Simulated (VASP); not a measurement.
Write the native input for VASP 6.6.1 that does the following.

```yaml
Task: single point
Functional: PBE
Potentials_or_basis: VASP PAW PBE potentials, release 64 (Sb, Se)
Cutoff: 520 eV
k_mesh: 4 × 4 × 4
Occupations: gaussian, width 0.1 eV
Spin: no spin polarisation
Dipole_correction: no
Further_INCAR_settings: ALGO = Normal; EDIFF = 1e-07; NBANDS = 15
```

The structure of Sb2Se lies in POSCAR:

```
Sb2Se
1.0
    0.0000000000      3.5095839669      3.5095839669
    3.5095839669      0.0000000000      3.5095839669
    3.5095839669      3.5095839669      0.0000000000
Sb Se
2 1
Direct
    0.2500000000      0.2500000000      0.2500000000
    0.7500000000      0.7500000000      0.7500000000
    0.0000000000      0.0000000000      0.0000000000
```

The input as run:

INCAR

```
SYSTEM = Sb2Se
  PREC = Accurate
  ENCUT = 520
  EDIFF = 1E-7
  ISMEAR = 0
  SIGMA = 0.1
  LREAL = .FALSE.
  LASPH = .TRUE.
  NELM = 100
  ALGO = Normal
  ISIF = 2
  LWAVE = .FALSE.
  LCHARG = .FALSE.
  GGA = PE
  NBANDS = 15
```

KPOINTS

```
regular mesh
0
G
  4 4 4
  0 0 0
```

Potentials or basis: VASP PAW PBE potentials, release 64 (Sb, Se).

The run is started by

```console
$ cat potpaw_PBE.64/Sb/POTCAR potpaw_PBE.64/Se/POTCAR > POTCAR
$ mpirun -np 1 vasp_std > vasp.out
```

Results of the run:

The pressure is -0.3 GPa and the band gap on the k mesh is zero (band 8 reaches 7.69 eV, above the bottom of band 9 at 3.81 eV).

Caveat: the k points lie up to 0.39 Å⁻¹ apart; spin-orbit coupling is left out, which moves the levels of the heavy elements.

It took 20 s on 1 thread of Intel(R) Xeon(R) Platinum 8488C (Sapphire Rapids), with other jobs on the host, peak memory 0.23 GiB.
